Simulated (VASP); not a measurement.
A run of VASP 6.6.1 is set up as follows.

The input INCAR:

```
SYSTEM = Nb
ALGO = Normal
EDIFF = 1E-6
ENCUT = 520
GGA = PE
ISIF = 2
ISMEAR = 0
LASPH = .TRUE.
LCHARG = .FALSE.
LREAL = .FALSE.
LWAVE = .FALSE.
NBANDS = 12
NELM = 80
PREC = Accurate
SIGMA = 0.1
```

KPOINTS

```
k-points
0
G
  18 18 18
  0 0 0
```

Contents of POSCAR:

```
Nb
1.0
   -1.6388340490      1.6388340490      1.6388340490
    1.6388340490     -1.6388340490      1.6388340490
    1.6388340490      1.6388340490     -1.6388340490
Nb
1
Direct
    0.0000000000      0.0000000000      0.0000000000
```

Potentials or basis: VASP PAW PBE potentials, release 64 (Nb_sv).

Launch:

```sh
$ cat potpaw_PBE.64/Nb_sv/POTCAR > POTCAR
$ mpirun -np 1 vasp_std > vasp.out
```

(1) Estimate the pressure.

## Answers

(1) 5.1 GPa.
